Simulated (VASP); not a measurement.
## Be: single point with revPBE

Crystal: Be.

```
CELL_PARAMETERS angstrom
2.17715 0.00000 0.00000
-1.08857 1.88546 0.00000
0.00000 0.00000 6.92559
ATOMIC_POSITIONS crystal
Be 0.00000 0.00000 0.00000
Be 0.00000 0.00000 0.50000
Be 0.33333 0.66667 0.25000
Be 0.66667 0.33333 0.75000
```

This cell differs from its parent crystal: volume scaled by 0.88.

```json
{
 "Program": "VASP 6.6.1",
 "Task": "single point",
 "Functional": "revPBE",
 "Potentials or basis": "VASP PAW PBE potentials, release 64 (Be)",
 "Cutoff": "520 eV",
 "k mesh": "18 × 18 × 5",
 "Occupations": "fermi-dirac, width 0.1 eV",
 "Spin": "no spin polarisation",
 "Dipole correction": "no",
 "Further INCAR settings": "ALGO = Normal; EDIFF = 1e-06; NBANDS = 12"
}
```

- Pressure: 18.7 GPa
- Band gap on the k mesh: zero (band 4 reaches 8.95 eV, above the bottom of band 5 at 7.45 eV)

Stress tensor (GPa, compression positive):
```
17.60  0.00  0.00
 0.00 17.60  0.00
 0.00  0.00 20.93
```

Levels at points of the mesh, in eV from the Fermi level:
```csv
k point,band 2,band 3,band 4,band 5,band 6,band 7
"(0.00, 0.00, 0.00)",-9.98,-9.95,-5.14,1.07,11.12,11.13
"(0.50, 0.00, 0.00)",-4.43,-4.13,-3.02,1.37,1.43,4.38
```

Wall time 14 s on 1 thread of Intel(R) Xeon(R) 6975P-C (Granite Rapids) (shared host), peak memory 0.15 GiB.

Caveat: the PAW data sets were made with another functional, which shifts forces and pressure a little.
